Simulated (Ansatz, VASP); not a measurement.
CdS4 in VASP and in Ansatz

INCAR

```
PREC = Accurate
ENCUT = 600
EDIFF = 1E-7
ISMEAR = 0
SIGMA = 0.1
LREAL = False
LASPH = True
NELM = 100
ALGO = Normal
ISIF = 3
LWAVE = False
LCHARG = False
GGA = PE
IBRION = 2
NSW = 90
EDIFFG = -0.04
```

KPOINTS

```
Automatic mesh
0
Gamma
  6 6 4
```

POSCAR

```
CdS4
1.0
    5.4224043404      0.0000000000      0.0000000000
   -2.7112021702      4.6959399084      0.0000000000
    0.0000000000      0.0000000000      4.9792358413
Cd S
1 4
Direct
    0.0000000000      0.0000000000      0.0000000000
    0.5000000000      0.0000000000      0.0000000000
    0.0000000000      0.5000000000      0.0000000000
    0.5000000000      0.5000000000      0.0000000000
    0.0000000000      0.0000000000      0.5000000000
```

Input for Ansatz:

```yaml
crystal:
  lattice:
    - [5.4224043404, 0.0, 0.0]
    - [-2.7112021702, 4.6959399084, 0.0]
    - [0.0, 0.0, 4.9792358413]
  atoms:
    - { symbol: Cd, position: [0.0, 0.0, 0.0] }
    - { symbol: S, position: [0.5, 0.0, 0.0] }
    - { symbol: S, position: [0.0, 0.5, 0.0] }
    - { symbol: S, position: [0.5, 0.5, 0.0] }
    - { symbol: S, position: [0.0, 0.0, 0.5] }
basis:
  ecutwfc: 420
kpoints:
  mp_grid: { grid: [6, 6, 4] }
hamiltonian:
  xc: pbe
scf:
  occupations: { method: gaussian, width: 0.1 }
  lower_state_search: "off"
output:
  forces: true
  stress: true
  eigenvalues: true
relax:
  adjacent_minimum: "off"
  f_tol: 0.04
  max_steps: 70
  cell: { stress_tol: 0.4 }
```

Alike in both runs: task relaxation of cell and atoms; functional PBE; k mesh 6 × 6 × 4; occupations gaussian, width 0.1 eV; no spin polarisation.

|  | VASP | Ansatz |
| --- | --- | --- |
| version | VASP 6.6.1 | Ansatz 0.2.0 |
| potentials or method | VASP PAW PBE potentials, release 64 (Cd, S), cutoff 600 eV | scalar-relativistic, plane waves, PAW |
| valence electrons in the cell | 36 | 44 |

|  | VASP | Ansatz | Ansatz less VASP |
| --- | --- | --- | --- |
| gap on the k mesh at the Fermi level, each at its own relaxed structure (eV) | none | none | - |
| relaxed volume (Å³/atom) | 25.63 | 25.50 | -0.124 |
| relaxed length of the cell vector where the two differ most in proportion (Å) | 5.009 | 4.998 | -0.0109 |

A gap of «none» marks a metal or a gap that the smearing closes. VASP's potentials hold 36 valence electrons a cell and Ansatz's 44, so a difference there can come from the potentials and not from the codes.
